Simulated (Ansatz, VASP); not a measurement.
**NbFe2N3: VASP beside Ansatz**

Contents of INCAR:

```
SYSTEM = NbFe2N3
PREC     = Accurate       ! precision mode
ENCUT    = 520            ! plane-wave cutoff, eV
EDIFF    = 1E-7           ! SCF threshold, eV
ISMEAR   = 0              ! smearing method
SIGMA    = 0.1            ! smearing width, eV
LREAL    = .False.        ! projectors in reciprocal space
LASPH    = .True.         ! aspherical terms in the spheres
NELM     = 150            ! most SCF steps
ALGO     = Normal         ! electronic algorithm
ISIF     = 2              ! what is computed and relaxed
LWAVE    = .False.        ! write WAVECAR
LCHARG   = .False.        ! write CHGCAR
ISPIN    = 2              ! spin polarisation
MAGMOM   = 0 -4 4 0 0 0   ! initial moments
LORBIT   = 11             ! projections on sites
LMAXMIX  = 4              ! l up to which the mixer works
GGA      = PE             ! functional
NBANDS   = 35             ! bands
```

File KPOINTS:

```
Automatic mesh
0
Gamma
  6 6 6
  0 0 0
```

The input POSCAR:

```
NbFe2N3
1.0
    2.3909316200      1.3804050100      3.2783974400
   -2.3909316200      1.3804050100      3.2783974400
    0.0000000000     -2.7608100200      3.2783974400
Nb Fe N
1 2 3
Direct
    0.0000000000      0.0000000000      0.0000000000
    0.6338490200      0.6338490200      0.6338490200
    0.3661509800      0.3661509800      0.3661509800
    0.0000000000      0.5000000000      0.0000000000
    0.5000000000      0.0000000000      0.0000000000
    0.0000000000      0.0000000000      0.5000000000
```

Input for Ansatz:

```yaml
crystal:
  lattice:
    - [2.39093162, 1.38040501, 3.27839744]
    - [-2.39093162, 1.38040501, 3.27839744]
    - [0.0, -2.76081002, 3.27839744]
  atoms:
    - { symbol: Nb, position: [0.0, 0.0, 0.0] }
    - { symbol: Fe, position: [0.63384902, 0.63384902, 0.63384902], spin: -4.0 }
    - { symbol: Fe, position: [0.36615098, 0.36615098, 0.36615098], spin: 4.0 }
    - { symbol: "N", position: [0.0, 0.5, 0.0] }
    - { symbol: "N", position: [0.5, 0.0, 0.0] }
    - { symbol: "N", position: [0.0, 0.0, 0.5] }
basis:
  ecutwfc: 420
kpoints:
  mp_grid: { grid: [6, 6, 6] }
hamiltonian:
  xc: pbe
scf:
  occupations: { method: gaussian, width: 0.1 }
  lower_state_search: "off"
output:
  forces: true
  stress: true
  eigenvalues: true
  populations: true
magnetization:
  spin_polarized: true
```

Change from the starting cell: species swapped into the Ce2FeRu3 type (R-3m, No. 166).

Alike in both runs: task single point; functional PBE; k mesh 6 × 6 × 6; occupations gaussian, width 0.1 eV; collinear spin.

|  | VASP | Ansatz |
| --- | --- | --- |
| version | VASP 6.6.1 | Ansatz 0.2.0 |
| potentials or method | VASP PAW PBE potentials, release 64 (Nb_sv, Fe, N), cutoff 520 eV | scalar-relativistic, plane waves, PAW |
| valence electrons in the cell | 44 | 60 |

|  | VASP | Ansatz | Ansatz less VASP |
| --- | --- | --- | --- |
| gap on the k mesh at the Fermi level (eV) | none | none | - |
| pressure (GPa) | -6.3 | -5.9 | +0.41 |
| traceless stress, the component that is largest in VASP (GPa) | -26.98 | -27.06 | -0.073 |
| rms of the force components (eV/Å) | 0.247 | 0.247 | -0.0006 |
| net moment per atom (μB) | 0.00 | 0.00 | 0.000 |
| size of the moment on the site where the two differ most (μB) | 2.77 | 2.72 | -0.049 |

Site moments also hang on the region over which each program counts them. Atom by atom the forces differ by 0.001 eV/Å (rms over components). A gap of «none» marks a metal or a gap that the smearing closes. VASP's potentials hold 44 valence electrons a cell and Ansatz's 60, so a difference there can come from the potentials and not from the codes.
